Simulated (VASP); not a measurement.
# O (Cmce) in VASP: relaxation of cell and atoms with PBE

Aim: the relaxation of cell and atoms of O with PBE.

Everything below comes from runs of VASP 6.6.1. Logs are shortened: lines on timing, memory, paths and dates and some standing lists are left out, and cuts for length are marked.

## (1) The cell of the first run

The structure is orthorhombic, space group Cmce (No. 64). The conventional cell has a = 4.842 Å, b = 3.200 Å, c = 6.527 Å, α = 90.00°, β = 90.00°, γ = 90.00°. O (site symmetry m) has 3 O at 1.80 to 2.36 Å within 2.4 Å.

## (2) Relaxation of cell and atoms, PBE

File INCAR:

```
SYSTEM = O
PREC = Accurate
ENCUT = 600
EDIFF = 1E-6
ISMEAR = 0
SIGMA = 0.1
LREAL = .False.
LASPH = .True.
NELM = 100
ALGO = Normal
ISIF = 3
LWAVE = .False.
LCHARG = .False.
GGA = PE
IBRION = 2
NSW = 90
EDIFFG = -0.04
```

File KPOINTS:

```
regular mesh
0
Gamma
  6 6 4
  0 0 0
```

File POSCAR:

```
O
1.0
    2.4209695304     -1.6000756579      0.0000000000
    2.4209695304      1.6000756579      0.0000000000
    0.0000000000      0.0000000000      6.5271073763
O
4
Direct
    0.8500000000      0.1500000000      0.1170000000
    0.6500000000      0.3500000000      0.6170000000
    0.1500000000      0.8500000000      0.8830000000
    0.3500000000      0.6500000000      0.3830000000
```

Potentials or basis: VASP PAW PBE potentials, release 64 (O).

Command:

```console
$ cat potpaw_PBE.64/O/POTCAR > POTCAR
$ mpirun -np 1 vasp_std > vasp.out
```

OUTCAR:

```text
SYSTEM = O
   PREC = Accurate
   ENCUT = 600
   EDIFF = 1E-6
   ISMEAR = 0
   LREAL = .False.
   LASPH = .True.
   NELM = 100
   ISIF = 3
   GGA = PE
   IBRION = 2
   NSW = 90
   EDIFFG = -0.04

 ion  position               nearest neighbor table
   1  0.850  0.150  0.117-   3 1.80
   2  0.650  0.350  0.617-   4 1.80
   3  0.150  0.850  0.883-   1 1.80
   4  0.350  0.650  0.383-   2 1.80

  LATTYP: Found a base centered orthorhombic cell.
 ALAT       =     3.2001513158
 B/A-ratio  =     1.5130344109
 C/A-ratio  =     2.0396246090

  Lattice vectors:

 A1 = (  -2.4209695304,  -1.6000756579,   0.0000000000)
 A2 = (   2.4209695304,  -1.6000756579,   0.0000000000)
 A3 = (   0.0000000000,   0.0000000000,   6.5271073763)

Analysis of symmetry for initial positions (statically):
=====================================================================
 Subroutine PRICEL returns:
 Original cell was already a primitive cell.

 Routine SETGRP: Setting up the symmetry group for a
 base centered orthorhombic supercell.

 Subroutine GETGRP returns: Found  8 space group operations
 (whereof  4 operations were pure point group operations)
 out of a pool of  8 trial point group operations.

The static configuration has the point symmetry C_2h.
 The point group associated with its full space group is D_2h.

Analysis of symmetry for dynamics (positions and initial velocities):
=====================================================================
 Subroutine PRICEL returns:
 Original cell was already a primitive cell.

 Routine SETGRP: Setting up the symmetry group for a
 base centered orthorhombic supercell.

 Subroutine GETGRP returns: Found  8 space group operations
 (whereof  4 operations were pure point group operations)
 out of a pool of  8 trial point group operations.

The dynamic configuration has the point symmetry C_2h.
 The point group associated with its full space group is D_2h.

 Subroutine INISYM returns: Found  8 space group operations
 (whereof  4 operations are pure point group operations),
 and found     1 'primitive' translations

----------------------------------------------------------------------------------------

                                     Primitive cell

  volume of cell :      50.5686

  direct lattice vectors                    reciprocal lattice vectors
[... 83 lines left out ...]
   ISTART =      0    job   : 0-new  1-cont  2-samecut
   ICHARG =      2    charge: 1-file 2-atom 10-const
   ISPIN  =      1    spin polarized calculation?
   LNONCOLLINEAR =      F non collinear calculations
   LSORBIT =      F    spin-orbit coupling
   LASPH  =      T    aspherical Exc in radial PAW
   ENCUT  =  600.0 eV  44.10 Ry    6.64 a.u.   5.80  5.80 13.04*2*pi/ulx,y,z
   NELM   =    100;   NELMIN=  2; NELMDL= -5     # of ELM steps
   EDIFF  = 0.1E-05   stopping-criterion for ELM
   LREAL  =      F    real-space projection
   EDIFFG = -.4E-01   stopping-criterion for IOM
   NSW    =     90    number of steps for IOM
   IBRION =      2    ionic relax: 0-MD 1-quasi-New 2-CG
   NFREE  =      1    steps in history (QN), initial steepest desc. (CG)
   ISIF   =      3    stress and relaxation
   ISYM   =      2    0-nonsym 1-usesym 2-fastsym
   POTIM  = 0.5000    time-step for ionic-motion
   TEBEG  =    0.0;   TEEND  =   0.0 temperature during run
   PSTRESS=    0.0 pullay stress
   NELECT =      24.0000    total number of electrons
   NUPDOWN=      -1.0000    fix difference up-down
   EMIN   =  10.00;   EMAX   =-10.00  energy-range for DOS
   EFERMI =   0.00;   METHOD = LEGACY
   ISMEAR =     0;   SIGMA  =   0.10  broadening in eV -4-tet -1-fermi 0-gaus
   EFERMI_NEDOS =   21; number of points for ismear=-14 and -15
   IALGO  =     38    algorithm
   IMIX   =      4    mixing-type and parameters
     AMIX     =   0.40;   BMIX     =  1.00
     AMIX_MAG =   1.60;   BMIX_MAG =  1.00
  volume/ion in A,a.u.               =      12.64        85.31
  Fermi-wavevector in a.u.,A,eV,Ry     =   1.276983  2.413148 22.186817  1.630685
  Thomas-Fermi vector in A             =   2.409608
   LORBIT       =      0    0 simple, 1 ext, 2 COOP (PROOUT), +10 PAW based schemes
   GGA     = PE    functional components
   LHFCALC =     F    Hartree Fock is set to
   AEXX    =    0.0000 exact exchange contribution
   IVDW    =     0    specifies the selected vdW correction
   LEPSILON=     F    determine dielectric tensor
   LRPA    =     F    only Hartree local field effects (RPA)
 conjugate gradient relaxation of ions
 non-spin polarized calculation
 Gauss-broadening in eV      SIGMA  =   0.10
  energy-cutoff  :      600.00
  volume of cell :       50.57
 maximum number of plane-waves:      1720
   NGX = 11   NGY = 11   NGZ = 27

--------------------------------------- Ionic step        1  -------------------------------------------

 number of electron      24.0000006 magnetization

 Free energy of the ion-electron system (eV)
  ---------------------------------------------------
  ext. energy  EPLUGINS =         0.00000000
  ---------------------------------------------------
  free energy    TOTEN  =       -11.15562791 eV

  energy without entropy =      -11.12363993  energy(sigma->0) =      -11.13963392

------------------------ aborting loop because EDIFF is reached ----------------------------------------

  FORCE on cell =-STRESS in cart. coord.  units (eV):
  Direction    XX          YY          ZZ          XY          YZ          ZX
  --------------------------------------------------------------------------------------
  -------------------------------------------------------------------------------------
  Total        0.2832972     -7.2609923    -16.3303941      0.0000000      0.0000000      0.0000000
  in kB        8.9757815   -230.0519748   -517.4002737      0.0000000      0.0000000      0.0000000
  external PRESSURE =    -246.1588223 kB  Pullay stress =       0.0000000 kB
[... 1016 lines left out ...]
      5      -7.7105      2.00000
      6      -7.1293      2.00000
[... 8 lines left out ...]
     15       9.2108      0.00000
     16       9.6203      0.00000

 [... further k-points ...]

[... ionic steps 4 to 66 ...]

--------------------------------------- Ionic step       67  -------------------------------------------

 number of electron      23.9999992 magnetization

------------------------ aborting loop because EDIFF is reached ----------------------------------------
[... 71 lines left out ...]
--------------------------------------- Ionic step       69  -------------------------------------------

 number of electron      23.9999990 magnetization

 Free energy of the ion-electron system (eV)
  ---------------------------------------------------
  ext. energy  EPLUGINS =         0.00000000
  ---------------------------------------------------
  free energy    TOTEN  =       -18.49474046 eV

  energy without entropy =      -18.48054823  energy(sigma->0) =      -18.48764435

 E-fermi :  -1.2776     XC(G=0):  -7.8992

 val. band max:       -1.2843100193   @ k =   0.5000   0.3333   0.0000
 cond. band min:      -1.2344237618   @ k =   0.5000   0.3333   0.2500
 fundamental gap:      0.0498862575
 Fermi energy:        -1.2775813510
[... 487 lines left out ...]
  FREE ENERGIE OF THE ION-ELECTRON SYSTEM (eV)
  ---------------------------------------------------
  free  energy   TOTEN  =       -18.4947404622 eV

  energy  without entropy=      -18.4805482350  energy(sigma->0) =      -18.48764435

 reached required accuracy - stopping structural energy minimisation
```

OSZICAR:

```text
N       E                     dE             d eps       ncg     rms          rms(c)
DAV:   1     0.123522304236E+03    0.12352E+03   -0.14715E+04  1248   0.157E+03
DAV:   2    -0.637904305338E+01   -0.12990E+03   -0.12829E+03  1936   0.289E+02
DAV:   3    -0.113233060336E+02   -0.49443E+01   -0.48973E+01  1248   0.608E+01
[... 579 lines left out ...]
DAV:   2    -0.184949955865E+02    0.14016E-02   -0.40633E-03  1784   0.581E-01    0.128E-01
DAV:   3    -0.184947533160E+02    0.24227E-03   -0.12673E-03  1760   0.283E-01    0.224E-02
DAV:   4    -0.184947429143E+02    0.10402E-04   -0.45153E-05  1720   0.572E-02    0.116E-02
DAV:   5    -0.184947408347E+02    0.20796E-05   -0.31428E-06  1432   0.165E-02    0.242E-03
DAV:   6    -0.184947404622E+02    0.37252E-06   -0.26506E-07   672   0.482E-03
  69 F= -.18494740E+02 E0= -.18487644E+02  d E =-.464100E-03
```

CONTCAR:

```text
O
   1.00000000000000
     2.8982027586601089   -1.4446909729216095   -0.0000000000000000
     2.8982027586601089    1.4446909729216095    0.0000000000000000
     0.0000000000000000   -0.0000000000000000    7.2047529395465224
  O
     4
Direct
     0.8382929841947334    0.1617070158052671    0.0560701991679791
     0.6617070158052665    0.3382929841947328    0.5560701991679795
     0.1617070158052671    0.8382929841947334    0.9439298008320205
     0.3382929841947328    0.6617070158052665    0.4439298008320209

  0.00000000E+00  0.00000000E+00  0.00000000E+00
  0.00000000E+00  0.00000000E+00  0.00000000E+00
  0.00000000E+00  0.00000000E+00  0.00000000E+00
  0.00000000E+00  0.00000000E+00  0.00000000E+00
```

It took 16 min on 1 thread of Intel Xeon Platinum 8488C (Sapphire Rapids), shared host; peak memory 0.19 GiB.

Results:

| Property | Result |
| --- | --- |
| Free energy | -18.4947 eV |
| Relaxed volume | 15.08 Å³/atom |
| Relaxed cell | a = 3.238 Å, b = 3.238 Å, c = 7.205 Å, α = 90.00°, β = 90.00°, γ = 52.99° |
| Space group after relaxing (to 0.05 Å) | Cmce (No. 64) |
| Energy gained by relaxing | 1834.8 meV/atom |
| Ionic steps | 69 |
| Pressure after relaxing | 0.1 GPa |
| Largest force after relaxing | 0.011 eV/Å |

Forces in eV/Å, atoms in the order of the input:
```
O    0.000  0.010 -0.004
O    0.000 -0.010 -0.004
O    0.000 -0.010  0.004
O    0.000  0.010  0.004
```

The path:
```
step  energy change (eV)  largest force (eV/Å)  pressure (GPa)  volume (Å³)
   1              0.0000                5.0661          -24.62        50.57
   3             -1.9578                6.3491          -23.82        46.53
   5             -6.1304                4.0656           -1.09        40.30
   7             -6.3320                1.4289            9.88        39.31
   9             -6.0866                7.4439           28.97        42.22
  11             -6.5499                1.1290           12.63        41.66
  13             -6.8051                1.2484           -0.77        48.28
  15             -6.8598                0.5389            2.46        50.93
  17             -6.8876                0.1737           -0.13        55.66
  19             -6.8954                0.2149           -0.11        56.55
  21             -6.9395                1.4572            1.88        60.15
  23             -6.9338                2.2222            3.03        61.68
  25             -6.9360                2.2193            2.98        61.82
  27             -6.9458                2.2063            2.79        62.47
  29             -6.9780                2.1339            1.94        65.09
  31             -7.0123                1.6184           -0.05        68.52
  33             -7.0270                1.1717           -5.02        67.44
  35             -7.0526                0.1265           -2.95        67.73
  37             -7.0897                0.1322           -2.60        66.17
  39             -7.2029                0.2802           -0.96        60.13
  41             -7.2423                0.4779            1.11        55.18
  43             -7.2503                0.4062           -0.37        54.88
  45             -7.2874                0.1411            1.71        53.36
  47             -7.3163                0.2820            1.72        55.76
  49             -7.3204                0.4821            1.67        57.09
  51             -7.3250                0.0880            0.24        57.81
  53             -7.3267                0.0671            0.19        57.96
  55             -7.3309                0.0731           -0.04        58.62
  57             -7.3318                0.1962            0.45        58.91
  59             -7.3323                0.1513            0.34        58.93
  61             -7.3358                0.0910            0.32        59.30
  63             -7.3353                0.1188            0.33        60.70
  65             -7.3385                0.0341            0.36        59.98
  67             -7.3386                0.0695            0.10        60.05
  69             -7.3391                0.0106            0.05        60.33
```

Final structure:
```yaml
crystal:
  lattice:
    - [2.89820, -1.44469, 0.00000]
    - [2.89820, 1.44469, 0.00000]
    - [0.00000, 0.00000, 7.20475]
  atoms:
    - { symbol: O, position: [0.83829, 0.16171, 0.05607] }
    - { symbol: O, position: [0.66171, 0.33829, 0.55607] }
    - { symbol: O, position: [0.16171, 0.83829, 0.94393] }
    - { symbol: O, position: [0.33829, 0.66171, 0.44393] }
```

Caveat: the k points lie up to 0.40 Å⁻¹ apart in the final cell; the volume moved by over 15 % at a fixed basis, so the end points are rough.
